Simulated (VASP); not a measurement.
CsTl: single point with PBE

The system is CsTl.

```
CELL_PARAMETERS angstrom
4.75506 0.00000 0.00000
0.00000 4.75506 0.00000
0.00000 0.00000 4.75506
ATOMIC_POSITIONS crystal
Cs 0.50000 0.50000 0.50000
Tl 0.00000 0.00000 0.00000
```

* Program: VASP 6.6.1
* Task: single point
* Functional: PBE
* Potentials or basis: VASP PAW PBE potentials, release 64 (Cs_sv, Tl_d)
* Cutoff: 520 eV
* k mesh: 12 × 12 × 12
* Occupations: gaussian, width 0.1 eV
* Spin: no spin polarisation

The pressure is -0.4 GPa and the band gap on the k mesh is zero (bands 11 and 12 overlap by 2.57 eV).

Levels at points of the mesh, in eV from the Fermi level:
```csv
k point,band 8,band 9,band 10,band 11,band 12,band 13,band 14,band 15
"(0.00, 0.00, 0.00)",-9.42,-9.42,-6.63,2.04,2.04,2.17,2.17,2.17
"(0.50, 0.00, 0.00)",-9.37,-9.37,-5.91,-1.28,1.62,1.62,2.63,4.96
"(0.50, 0.50, 0.00)",-9.68,-9.36,-5.98,0.16,0.16,1.98,2.80,3.60
"(0.50, 0.50, 0.50)",-9.58,-9.58,-5.58,-0.54,-0.54,-0.54,4.86,4.86
```

Run time: 2.1 min on 1 thread of Intel(R) Xeon(R) Platinum 8375C CPU @ 2.90GHz (Ice Lake), with other jobs on the host, peak memory 0.32 GiB.

Caveat: spin-orbit coupling is left out, which moves the levels of the heavy elements.
